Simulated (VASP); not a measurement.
Write the native input for VASP 6.6.1 that does the following.

* Task: single point
* Functional: PBEsol
* Potentials or basis: VASP PAW PBE potentials, release 64 (Cu)
* Cutoff: 520 eV
* k mesh: 24 × 24 × 6
* Occupations: gaussian, width 0.15 eV
* Spin: no spin polarisation
* Dipole correction: no
* Further INCAR settings: ALGO = Fast; EDIFF = 1e-07; NBANDS = 30

The structure of Cu lies in POSCAR:

```
Cu
1.0
    2.5197984277      0.0000000000      0.0000000000
   -1.2598992139      2.1822094508      0.0000000000
    0.0000000000      0.0000000000      8.2352547859
Cu
4
Direct
    0.0000000000      0.0000000000      0.0000000000
    0.3333333333      0.6666666667      0.2500000000
    0.0000000000      0.0000000000      0.5000000000
    0.6666666667      0.3333333333      0.7500000000
```

The input as run:

INCAR

```
PREC     = Accurate       # precision mode
ENCUT    = 520            # plane-wave cutoff, eV
EDIFF    = 1E-7           # SCF threshold, eV
ISMEAR   = 0              # smearing method
SIGMA    = 0.15           # smearing width, eV
LREAL    = False          # projectors in reciprocal space
LASPH    = True           # aspherical terms in the spheres
NELM     = 100            # most SCF steps
ALGO     = Fast           # electronic algorithm
ISIF     = 2              # what is computed and relaxed
LWAVE    = False          # write WAVECAR
LCHARG   = False          # write CHGCAR
GGA      = PS             # functional
NBANDS   = 30             # bands
```

KPOINTS

```
Automatic mesh
0
Gamma
  24 24 6
```

Potentials or basis: VASP PAW PBE potentials, release 64 (Cu).

Launch:

```bash
$ cat potpaw_PBE.64/Cu/POTCAR > POTCAR
$ mpirun -np 1 vasp_std > vasp.out
```

Results of the run:

```yaml
Pressure: 0.8 GPa
Band_gap_on_the_k_mesh: zero (band 22 reaches 11.36 eV, above the bottom of band 23 at 6.10 eV)
```

Caveat: the PAW data sets were made with another functional, which shifts forces and pressure a little.

Wall time 5.3 min on 1 thread of AMD EPYC 9R45 (Zen 5), on a shared host, peak memory 0.3 GiB.
